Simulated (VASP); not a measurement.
Set up this calculation in VASP 6.6.1, as the native input.

```
Task                   : relaxation of shape and atoms at fixed volume
Functional             : PBE
Potentials or basis    : VASP PAW PBE potentials, release 64 (Mg)
Cutoff                 : 600 eV
k mesh                 : 14 × 14 × 13
Occupations            : fermi-dirac, width 0.1 eV
Spin                   : no spin polarisation
Dipole correction      : no
Further INCAR settings : ALGO = Normal; EDIFF = 1e-06; IBRION = 2; EDIFFG = -0.005; NSW = 50; ISIF = 4
```

The structure of Mg lies in POSCAR:

```
Mg
1.0
    2.5763213834      0.0000000000      0.0000000000
   -1.2881606917      2.2311597663      0.0000000000
    0.0000000000      0.0000000000      2.5917298586
Mg
1
Direct
    0.0000000000      0.0000000000      0.0000000000
```

These files were run (other wordings do the same):

INCAR

```
SYSTEM = Mg
PREC = Accurate ; ENCUT = 600
EDIFF = 1E-6 ; ISMEAR = -1
SIGMA = 0.1 ; LREAL = .FALSE.
LASPH = .TRUE. ; NELM = 100
ALGO = Normal ; ISIF = 4
LWAVE = .FALSE. ; LCHARG = .FALSE.
GGA = PE ; IBRION = 2
NSW = 50 ; EDIFFG = -0.005
```

KPOINTS

```
Automatic mesh
0
G
  14 14 13
  0 0 0
```

Potentials or basis: VASP PAW PBE potentials, release 64 (Mg).

Command:

```sh
$ cat potpaw_PBE.64/Mg/POTCAR > POTCAR
$ mpirun -np 1 vasp_std > vasp.out
```

It gave:

- Energy gained by relaxing: 43.2 meV/atom
- Ionic steps: 5
- Pressure after relaxing: 40.7 GPa
- Band gap on the k mesh: zero (band 1 reaches 8.84 eV, above the bottom of band 2 at 3.34 eV)

Wall time 20 s on 1 thread of Intel(R) Xeon(R) Platinum 8259CL CPU @ 2.50GHz (Skylake/Cascade Lake) (shared host), peak memory 0.15 GiB.
